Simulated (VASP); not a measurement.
Here is a VASP 6.6.1 calculation.

INCAR

```
SYSTEM = SiC
  ALGO = Normal
  EDIFF = 1E-6
  ENCUT = 600
  GGA = PE
  GGA_COMPAT = .FALSE.
  ISIF = 2
  ISMEAR = -1
  LASPH = .TRUE.
  LCHARG = .FALSE.
  LREAL = .FALSE.
  LWAVE = .FALSE.
  NBANDS = 11
  NELM = 120
  PREC = Accurate
  SIGMA = 0.05
```

File KPOINTS:

```
k-points
0
G
  9 9 9
  0 0 0
```

Contents of POSCAR:

```
SiC
1.0
    0.0000000000      2.1790000000      2.1790000000
    2.1790000000      0.0000000000      2.1790000000
    2.1790000000      2.1790000000      0.0000000000
Si C
1 1
Direct
    0.0000000000      0.0000000000      0.0000000000
    0.7500000000      0.7500000000      0.7500000000
```

Potentials or basis: VASP PAW PBE potentials, release 64 (Si, C).

Run with:

```console
$ cat potpaw_PBE.64/Si/POTCAR potpaw_PBE.64/C/POTCAR > POTCAR
$ mpirun -np 1 vasp_std > vasp.out
```

Q: Estimate the band gap on the k mesh.

A: 1.50 eV (least direct gap 4.62 eV).

Q: Estimate the pressure.

A: 3.1 GPa.

Caveat: the cell stands under pressure; an odd mesh through Γ misses points on the zone boundary, where band edges can lie.
